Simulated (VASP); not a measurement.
A run of VASP 6.6.1 is set up as follows.

File INCAR:

```
SYSTEM = Fe
ALGO = Normal
EDIFF = 1E-7
ENCUT = 520
GGA = PE
ISIF = 2
ISMEAR = 0
LASPH = .TRUE.
LCHARG = .FALSE.
LREAL = .FALSE.
LWAVE = .FALSE.
NBANDS = 10
NELM = 60
PREC = Accurate
SIGMA = 0.05
```

Contents of KPOINTS:

```
k-points
0
G
  22 22 22
  0 0 0
```

Contents of POSCAR:

```
Fe
1.0
   -1.3932011820      1.3932011820      1.3932011820
    1.3932011820     -1.3932011820      1.3932011820
    1.3932011820      1.3932011820     -1.3932011820
Fe
1
Direct
    0.0000000000      0.0000000000      0.0000000000
```

Potentials or basis: VASP PAW PBE potentials, release 64 (Fe).

Run with:

```sh
$ cat potpaw_PBE.64/Fe/POTCAR > POTCAR
$ mpirun -np 1 vasp_std > vasp.out
```

(1) Predict the band gap on the k mesh.

(2) What does it give for the pressure?

## Answers

(1) zero (band 4 reaches 7.38 eV, above the bottom of band 5 at 5.36 eV).

(2) -8.2 GPa.

Caveat: the run has no spin polarisation, though such a crystal can be magnetic.
